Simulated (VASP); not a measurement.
Write the native input for VASP 6.6.1 that does the following.

| Item | Value |
| --- | --- |
| Task | single point |
| Functional | PBE |
| Potentials or basis | VASP PAW PBE potentials, release 64 (Na_pv, Ag, Pt, C, N) |
| Cutoff | 520 eV |
| k mesh | 4 × 4 × 4 |
| Occupations | gaussian, width 0.1 eV |
| Spin | no spin polarisation |
| Dipole correction | no |
| Further INCAR settings | LREAL = Auto; ALGO = Normal; EDIFF = 1e-06; NBANDS = 54 |

The structure of NaAgPtC6N6 lies in POSCAR:

```
NaAgPtC6N6
1.0
    0.0000000000      5.1995000000      5.1995000000
    5.1995000000      0.0000000000      5.1995000000
    5.1995000000      5.1995000000      0.0000000000
Na Ag Pt C N
1 1 1 6 6
Direct
    0.7500000000      0.7500000000      0.7500000000
    0.0000000000      0.0000000000      0.0000000000
    0.5000000000      0.5000000000      0.5000000000
    0.8055582300      0.1944417700      0.1944417700
    0.1944417700      0.1944417700      0.8055582300
    0.8055582300      0.1944417700      0.8055582300
    0.1944417700      0.8055582300      0.8055582300
    0.8055582300      0.8055582300      0.1944417700
    0.1944417700      0.8055582300      0.1944417700
    0.6930474100      0.3069525900      0.3069525900
    0.3069525900      0.3069525900      0.6930474100
    0.6930474100      0.3069525900      0.6930474100
    0.3069525900      0.6930474100      0.6930474100
    0.6930474100      0.6930474100      0.3069525900
    0.3069525900      0.6930474100      0.3069525900
```

These files were run (other wordings do the same):

INCAR

```
SYSTEM = NaAgPtC6N6
PREC = Accurate ; ENCUT = 520
EDIFF = 1E-6 ; ISMEAR = 0
SIGMA = 0.1 ; LREAL = Auto
LASPH = .True. ; NELM = 100
ALGO = Normal ; ISIF = 2
LWAVE = .False. ; LCHARG = .True.
GGA = PE ; LELF = .True.
LVHAR = .True. ; NBANDS = 54
```

KPOINTS

```
regular mesh
0
Gamma
  4 4 4
  0 0 0
```

Potentials or basis: VASP PAW PBE potentials, release 64 (Na_pv, Ag, Pt, C, N).

Launch:

```sh
$ cat potpaw_PBE.64/Na_pv/POTCAR potpaw_PBE.64/Ag/POTCAR potpaw_PBE.64/Pt/POTCAR potpaw_PBE.64/C/POTCAR potpaw_PBE.64/N/POTCAR > POTCAR
$ mpirun -np 1 vasp_std > vasp.out
```

Results of the run:

The pressure is 13.7 GPa, the largest force is 2.542 eV/Å and the band gap on the k mesh is 0.36 eV (least direct gap 0.39 eV).

Caveat: the cell stands under pressure; spin-orbit coupling is left out, which moves the levels of the heavy elements; forces of over 1 eV/Å act on the atoms, so gaps and moduli don't describe the material at rest.

It took 2.7 min on 1 thread of Intel(R) Xeon(R) 6975P-C (Granite Rapids) (shared host), peak memory 0.46 GiB.
